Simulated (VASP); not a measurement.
# H6C2O in VASP: further runs

Runs on H6C2O. Level: LDA. Tasks: single point.

Program: VASP 6.6.1. These are calculated values, not measurements. Logs are shortened: lines on timing, memory, paths and dates and some standing lists are left out, and cuts for length are marked.

## 1. The cell of the first run

The cell holds an amorphous packing of atoms, 36 atoms: a = 7.529 Å, b = 7.529 Å, c = 7.529 Å, α = 90.00°, β = 90.00°, γ = 90.00°.

## 2. Single point, LDA

INCAR reads:

```
PREC = Accurate
ENCUT = 520
EDIFF = 1E-7
ISMEAR = -1
SIGMA = 0.02
LREAL = Auto
LASPH = True
NELM = 100
ALGO = Normal
ISIF = 2
LWAVE = False
LCHARG = False
NBANDS = 64
```

KPOINTS reads:

```
Automatic mesh
0
Gamma
  1 1 1
```

POSCAR reads:

```
H6C2O
1.0
    7.5290720000      0.0000000000      0.0000000000
    0.0000000000      7.5290720000      0.0000000000
    0.0000000000      0.0000000000      7.5290720000
C O H
8 4 24
Direct
    1.0097605682      0.5047038986      0.7435214368
    0.8237097822      0.5329620658      0.8097933211
   -0.1541117246      0.4507659028      0.3151542172
   -0.0119028601      0.5745482371      0.2520715909
    0.4128531666      0.2721579718      0.9589739563
    0.3880051575      0.0993101039      0.8628022255
    0.6597499657     -0.1402259127      0.3645728334
    0.6454593050      0.0591405713      0.3532979107
    0.7046076512      0.4326215819      0.7043445530
    0.1071865416      0.4748935096      0.1469445394
    0.2107513696      0.0933617414      0.8011468670
    0.6353137032      0.1282036380      0.5272361964
    0.6020829864      0.3964469735      0.7763251050
    0.8157167799      0.4914505875      0.9514578218
    0.7877172635      0.6763175892      0.8032958155
    1.1026698912      0.5938156782      0.8135760837
    1.0538467522      0.3660875075      0.7637345272
    1.0168488392      0.5362428091      0.6000420904
    0.2010960938      0.5529106038      0.1037631857
   -0.0710648747      0.6862405559      0.1752174293
    0.0581816656      0.6342606986      0.3686479228
   -0.2474659564      0.5167615763      0.4067073310
   -0.2294952454      0.3962742320      0.2012374712
   -0.0918013202      0.3383539885      0.3868228687
    0.2036879936      0.0124322764      0.7011192504
    0.4830250085      0.0884080685      0.7507698196
    0.4146041293     -0.0124934891      0.9562233467
    0.5489603404      0.2823074611      1.0132097901
    0.3832818558      0.3844713841      0.8675107006
    0.3183650812      0.2850714057      1.0703972199
    0.6943019760      0.2444595370      0.5411464765
    0.7619730666      0.1128635525      0.2817263071
    0.5257867185      0.0973767575      0.2752809108
    0.6623722537     -0.2007454249      0.2308065248
    0.7823129786     -0.1781489663      0.4355774189
    0.5467644965     -0.1971225720      0.4383469345
```

Potentials or basis: VASP PAW LDA potentials, release 64 (C, O, H).

Run with:

```console
> cat potpaw_LDA.64/C/POTCAR potpaw_LDA.64/O/POTCAR potpaw_LDA.64/H/POTCAR > POTCAR
> mpirun -np 1 vasp_gam > vasp.out
```

OUTCAR:

```text
PREC = Accurate
   ENCUT = 520
   EDIFF = 1E-7
   ISMEAR = -1
   LREAL = Auto
   LASPH = True
   NELM = 100
   ISIF = 2

 ion  position               nearest neighbor table
   1  0.010  0.505  0.744-  16 1.10  17 1.11  18 1.11   2 1.50
   2  0.824  0.533  0.810-  14 1.11  15 1.11   9 1.42   1 1.50
   3  0.846  0.451  0.315-  22 1.10  23 1.11  24 1.11   4 1.50
   4  0.988  0.575  0.252-  20 1.11  21 1.12  10 1.41   3 1.50
   5  0.413  0.272  0.959-  30 1.10  28 1.11  29 1.11   6 1.50
   6  0.388  0.099  0.863-  26 1.11  27 1.12  11 1.41   5 1.50
   7  0.660  0.860  0.365-  36 1.10  35 1.10  34 1.11   8 1.51
   8  0.645  0.059  0.353-  32 1.11  33 1.11  12 1.41   7 1.51
   9  0.705  0.433  0.704-  13 0.98   2 1.42
  10  0.107  0.475  0.147-  19 0.98   4 1.41
  11  0.211  0.093  0.801-  25 0.97   6 1.41
  12  0.635  0.128  0.527-  31 0.99   8 1.41
  13  0.602  0.396  0.776-   9 0.98
  14  0.816  0.491  0.951-   2 1.11
  15  0.788  0.676  0.803-   2 1.11
  16  0.103  0.594  0.814-   1 1.10
  17  0.054  0.366  0.764-   1 1.11
  18  0.017  0.536  0.600-   1 1.11
[... 16 lines left out ...]
  35  0.782  0.822  0.436-   7 1.10
  36  0.547  0.803  0.438-   7 1.10

  LATTYP: Found a simple cubic cell.
 ALAT       =     7.5290720000

  Lattice vectors:

 A1 = (   7.5290720000,   0.0000000000,   0.0000000000)
 A2 = (   0.0000000000,   7.5290720000,   0.0000000000)
 A3 = (   0.0000000000,   0.0000000000,   7.5290720000)

Analysis of symmetry for initial positions (statically):
=====================================================================
 Subroutine PRICEL returns:
 Original cell was already a primitive cell.

 Routine SETGRP: Setting up the symmetry group for a
 simple cubic supercell.

 Subroutine GETGRP returns: Found  1 space group operations
 (whereof  1 operations were pure point group operations)
 out of a pool of 48 trial point group operations.

The static configuration has the point symmetry C_1 .

Analysis of symmetry for dynamics (positions and initial velocities):
=====================================================================
 Subroutine PRICEL returns:
 Original cell was already a primitive cell.

 Routine SETGRP: Setting up the symmetry group for a
 simple cubic supercell.

 Subroutine GETGRP returns: Found  1 space group operations
 (whereof  1 operations were pure point group operations)
 out of a pool of 48 trial point group operations.

The dynamic configuration has the point symmetry C_1 .

 Subroutine INISYM returns: Found  1 space group operations
 (whereof  1 operations are pure point group operations),
 and found     1 'primitive' translations

----------------------------------------------------------------------------------------

                                     Primitive cell

  volume of cell :     426.7999

  direct lattice vectors                    reciprocal lattice vectors
     7.529072000  0.000000000  0.000000000     0.132818493  0.000000000  0.000000000
     0.000000000  7.529072000  0.000000000     0.000000000  0.132818493  0.000000000
     0.000000000  0.000000000  7.529072000     0.000000000  0.000000000  0.132818493

  length of vectors
     7.529072000  7.529072000  7.529072000     0.132818493  0.132818493  0.132818493

  position of ions in fractional coordinates (direct lattice)
     0.009760568  0.504703899  0.743521437
     0.823709782  0.532962066  0.809793321
     0.845888275  0.450765903  0.315154217
     0.988097140  0.574548237  0.252071591
     0.412853167  0.272157972  0.958973956
     0.388005157  0.099310104  0.862802225
[... 28 lines left out ...]
     0.782312979  0.821851034  0.435577419
     0.546764497  0.802877428  0.438346934

  ion indices of the primitive-cell ions
   primitive index   ion index
                 1           1
                 2           2
                 3           3
                 4           4
                 5           5
                 6           6
[... 28 lines left out ...]
                35          35
                36          36

----------------------------------------------------------------------------------------

 KPOINTS: Automatic mesh

Automatic generation of k-mesh.
 Grid dimensions read from file:
 generate k-points for:    1    1    1

 Generating k-lattice:

  Cartesian coordinates                     Fractional coordinates (reciprocal lattice)
     0.132818493  0.000000000  0.000000000     1.000000000  0.000000000  0.000000000
     0.000000000  0.132818493  0.000000000     0.000000000  1.000000000  0.000000000
     0.000000000  0.000000000  0.132818493     0.000000000  0.000000000  1.000000000

  Length of vectors
     0.132818493  0.132818493  0.132818493

  Shift w.r.t. Gamma in fractional coordinates (k-lattice)
     0.000000000  0.000000000  0.000000000

 Subroutine IBZKPT returns following result:
 ===========================================

 Found      1 irreducible k-points:

 Following reciprocal coordinates:
            Coordinates               Weight
  0.000000  0.000000  0.000000      1.000000
   k-points           NKPTS =      1   k-points in BZ     NKDIM =      1   number of bands    NBANDS=     64
   number of dos      NEDOS =    301   number of ions     NIONS =     36
   total plane-waves  NPLWV = 175616
   dimension x,y,z NGX =    56 NGY =   56 NGZ =   56
   dimension x,y,z NGXF=   112 NGYF=  112 NGZF=  112
   ions per type =               8   4  24
   NGX,Y,Z   is equivalent  to a cutoff of  12.37, 12.37, 12.37 a.u.
   NGXF,Y,Z  is equivalent  to a cutoff of  24.73, 24.73, 24.73 a.u.
 SYSTEM =  unknown system
   PREC   = accura    normal or accurate (medium, high low for compatibility)
   ISTART =      0    job   : 0-new  1-cont  2-samecut
   ICHARG =      2    charge: 1-file 2-atom 10-const
   ISPIN  =      1    spin polarized calculation?
   LNONCOLLINEAR =      F non collinear calculations
   LSORBIT =      F    spin-orbit coupling
   LASPH  =      T    aspherical Exc in radial PAW
   ENCUT  =  520.0 eV  38.22 Ry    6.18 a.u.  14.00 14.00 14.00*2*pi/ulx,y,z
   NELM   =    100;   NELMIN=  2; NELMDL= -5     # of ELM steps
   EDIFF  = 0.1E-06   stopping-criterion for ELM
   LREAL  =      T    real-space projection
   EDIFFG = 0.1E-05   stopping-criterion for IOM
   NSW    =      0    number of steps for IOM
   IBRION =     -1    ionic relax: 0-MD 1-quasi-New 2-CG
   NFREE  =      0    steps in history (QN), initial steepest desc. (CG)
   ISIF   =      2    stress and relaxation
   ISYM   =      2    0-nonsym 1-usesym 2-fastsym
   POTIM  = 0.5000    time-step for ionic-motion
   TEBEG  =    0.0;   TEEND  =   0.0 temperature during run
   PSTRESS=    0.0 pullay stress
   NELECT =      80.0000    total number of electrons
   NUPDOWN=      -1.0000    fix difference up-down
   EMIN   =  10.00;   EMAX   =-10.00  energy-range for DOS
   EFERMI =   0.00;   METHOD = LEGACY
   ISMEAR =    -1;   SIGMA  =   0.02  broadening in eV -4-tet -1-fermi 0-gaus
   EFERMI_NEDOS =   21; number of points for ismear=-14 and -15
   IALGO  =     38    algorithm
   IMIX   =      4    mixing-type and parameters
     AMIX     =   0.40;   BMIX     =  1.00
     AMIX_MAG =   1.60;   BMIX_MAG =  1.00
  volume/ion in A,a.u.               =      11.86        80.01
  Fermi-wavevector in a.u.,A,eV,Ry     =   0.936907  1.770498 11.943135  0.877796
  Thomas-Fermi vector in A             =   2.063965
   LORBIT       =      0    0 simple, 1 ext, 2 COOP (PROOUT), +10 PAW based schemes
   GGA     = CA    functional components
   LHFCALC =     F    Hartree Fock is set to
   AEXX    =    0.0000 exact exchange contribution
   IVDW    =     0    specifies the selected vdW correction
   LEPSILON=     F    determine dielectric tensor
   LRPA    =     F    only Hartree local field effects (RPA)
 non-spin polarized calculation
  energy-cutoff  :      520.00
  volume of cell :      426.80
 maximum number of plane-waves:      5730
 NGX is ok and might be reduce to    54
   NGX = 27   NGY = 27   NGZ = 27

 number of electron      79.9999998 magnetization

 Free energy of the ion-electron system (eV)
  ---------------------------------------------------
  ext. energy  EPLUGINS =         0.00000000
  ---------------------------------------------------
  free energy    TOTEN  =      -198.34814938 eV

  energy without entropy =     -198.34814938  energy(sigma->0) =     -198.34814938

 E-fermi :  -2.6514     XC(G=0):  -6.4080

 val. band max:       -3.1845733056   @ k =   0.0000   0.0000   0.0000
 cond. band min:       1.0444313629   @ k =   0.0000   0.0000   0.0000
 fundamental gap:      4.2290046685
 Fermi energy:        -2.6513512975

 k-point     1 :       0.0000    0.0000    0.0000
  band No.  band energies     occupation
      1     -22.9105      2.00000
      2     -22.8377      2.00000
      3     -22.5914      2.00000
      4     -22.2041      2.00000
      5     -15.9708      2.00000
      6     -15.8020      2.00000
[... 44 lines left out ...]
     51       4.5839      0.00000
     52       4.7302      0.00000
 [bands above 52 left out]

------------------------ aborting loop because EDIFF is reached ----------------------------------------

  FORCE on cell =-STRESS in cart. coord.  units (eV):
  Direction    XX          YY          ZZ          XY          YZ          ZX
  --------------------------------------------------------------------------------------
  -------------------------------------------------------------------------------------
  Total       -0.6173575     -1.1958997     -0.4722396      0.1278531      0.2349592     -0.6195863
  in kB       -2.3175170     -4.4893245     -1.7727547      0.4799517      0.8820204     -2.3258841
  external PRESSURE =      -2.8598654 kB  Pullay stress =       0.0000000 kB

 VOLUME and BASIS-vectors are now :
 -----------------------------------------------------------------------------
  energy-cutoff  :      520.00
  volume of cell :      426.80
      direct lattice vectors                 reciprocal lattice vectors
     7.529072000  0.000000000  0.000000000     0.132818493  0.000000000  0.000000000
     0.000000000  7.529072000  0.000000000     0.000000000  0.132818493  0.000000000
     0.000000000  0.000000000  7.529072000     0.000000000  0.000000000  0.132818493

 POSITION                                       TOTAL-FORCE (eV/Angst)
 -----------------------------------------------------------------------------------
      0.07349      3.79995      5.59803        -0.113904     -0.027219      0.035053
      6.20177      4.01271      6.09699         0.285211      0.149228      0.083687
      6.36875      3.39385      2.37282         0.046406     -0.010876     -0.051145
      7.43945      4.32582      1.89787        -0.106132      0.056291      0.098924
      3.10840      2.04910      7.22018        -0.001760      0.006060     -0.001768
      2.92132      0.74771      6.49610         0.173334      0.006334      0.086831
[... 28 lines left out ...]
      5.89009      6.18778      3.27949        -0.018256      0.004421     -0.027517
      4.11663      6.04492      3.30035        -0.034201     -0.000300      0.012638
 -----------------------------------------------------------------------------------
    total drift:                                0.011272      0.019433     -0.003294

  FREE ENERGIE OF THE ION-ELECTRON SYSTEM (eV)
  ---------------------------------------------------
  free  energy   TOTEN  =      -198.3481493817 eV

  energy  without entropy=     -198.3481493817  energy(sigma->0) =     -198.34814938
```

Run time: 34 s. Hardware: 1 thread of AMD EPYC 7R13 (Zen 3), shared host; peak memory 0.27 GiB.

Results:

```yaml
Free_energy: -198.3481 eV
Pressure: -0.3 GPa
Largest_force: 0.333 eV/Å
Band_gap_on_the_k_mesh: 4.23 eV
```

Forces on the atoms (eV/Å):
```
C   -0.114 -0.027  0.035
C    0.285  0.149  0.084
C    0.046 -0.011 -0.051
C   -0.106  0.056  0.099
C   -0.002  0.006 -0.002
C    0.173  0.006  0.087
C    0.024  0.124 -0.049
C   -0.034 -0.147  0.043
O   -0.124 -0.129 -0.047
O    0.033  0.066 -0.016
O   -0.140  0.066  0.061
O    0.022 -0.101 -0.139
H   -0.004  0.017 -0.030
H    0.010 -0.010 -0.014
H   -0.002 -0.084 -0.015
H   -0.032 -0.023  0.006
H   -0.006  0.054  0.000
H   -0.015  0.001 -0.010
H    0.045 -0.022 -0.064
H    0.046 -0.072  0.021
H   -0.071 -0.039 -0.096
H    0.003 -0.042 -0.013
H    0.039  0.027  0.037
H   -0.045  0.056 -0.021
H   -0.028 -0.099 -0.149
H   -0.010 -0.015  0.012
H   -0.005  0.015  0.007
H    0.019  0.037  0.006
H    0.025  0.002  0.018
H   -0.003  0.000  0.009
H   -0.014  0.128  0.127
H    0.014 -0.015  0.002
H    0.017 -0.004  0.030
H    0.006  0.024  0.048
H   -0.018  0.004 -0.028
H   -0.034  0.000  0.013
```

Caveat: the k points lie up to 0.83 Å⁻¹ apart.

[end of part 1 of 2]
